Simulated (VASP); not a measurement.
Crystal: CuBiH3.

```xyz
10
Lattice="2.5947 1.4981 4.2277 -2.5947 1.4981 4.2277 0.0000 -2.9961 4.2277" Properties=species:S:1:pos:R:3 pbc="T T T"
Cu    0.0000    0.0000    9.5124
Cu    0.0000    0.0000    3.1708
Bi    0.0000    0.0000    6.3416
Bi    0.0000    0.0000    0.0000
H    -0.1297   -1.4981    5.2847
H    -1.2325    0.8614    5.2847
H     0.1297    1.4981    7.3985
H    -1.3622   -0.6367    7.3985
H     1.2325   -0.8614    7.3985
H     1.3622    0.6367    5.2847
```

```yaml
Program: VASP 6.6.1
Task: relaxation of cell and atoms
Functional: PBE
Potentials_or_basis: VASP PAW PBE potentials, release 64 (Cu, Bi_d, H)
Cutoff: 600 eV
k_mesh: 6 × 6 × 6
Occupations: gaussian, width 0.1 eV
Spin: no spin polarisation
```

At the start: pressure 32.7 GPa; volume 9.86 Å³/atom.

**Question.** How do energy, volume and symmetry change on relaxing?

**Answer.** Over 20 steps the energy falls by 716.5 meV/atom and the volume is 12.92 Å³/atom (+31.1 %); space group R-3c (No. 167, to 0.1 Å) before and after.

Step by step:
```tsv
step	energy change (eV)	largest force (eV/Å)	pressure (GPa)	volume (Å³)
1	0.0000	0.3055	32.71	98.60
2	-3.1397	0.1508	4.39	130.20
3	-3.2730	0.1218	1.27	137.87
4	-3.2888	0.1101	0.09	141.44
5	-3.2887	0.1068	-0.21	142.41
6	-3.2925	0.1110	-0.22	142.36
7	-3.3048	0.1238	-0.24	142.23
8	-3.3336	0.1505	-0.29	141.97
9	-3.4094	0.2085	-0.46	141.45
10	-3.6474	0.3575	-1.01	140.39
11	-4.6511	0.8063	-2.52	138.21
12	-7.1059	0.3354	-0.70	133.68
13	-6.8531	0.6504	-3.19	134.99
14	-7.1364	0.0960	-1.85	134.10
15	-7.1412	0.0624	-1.43	133.93
16	-7.0048	0.1834	5.41	119.44
17	-7.1607	0.0981	0.04	129.97
18	-7.1607	0.0995	0.14	129.80
19	-7.1555	0.1677	-0.08	128.39
20	-7.1654	0.0127	0.02	129.24
```

Final structure:
```xyz
10
Lattice="2.7364 1.5799 4.9823 -2.7364 1.5799 4.9823 0.0000 -3.1597 4.9823" Properties=species:S:1:pos:R:3 pbc="T T T"
Cu    0.0000    0.0000   11.2103
Cu    0.0000    0.0000    3.7368
Bi    0.0000    0.0000    7.4735
Bi    2.7364    1.5799    4.9823
H    -1.1291   -1.5799    6.2279
H    -0.8037    1.7677    6.2279
H     1.1291    1.5799    8.7191
H    -1.9327    0.1879    8.7191
H     0.8037   -1.7677    8.7191
H     1.9327   -0.1879    6.2279
```

Caveat: the volume moved by over 15 % at a fixed basis, so the end points are rough.
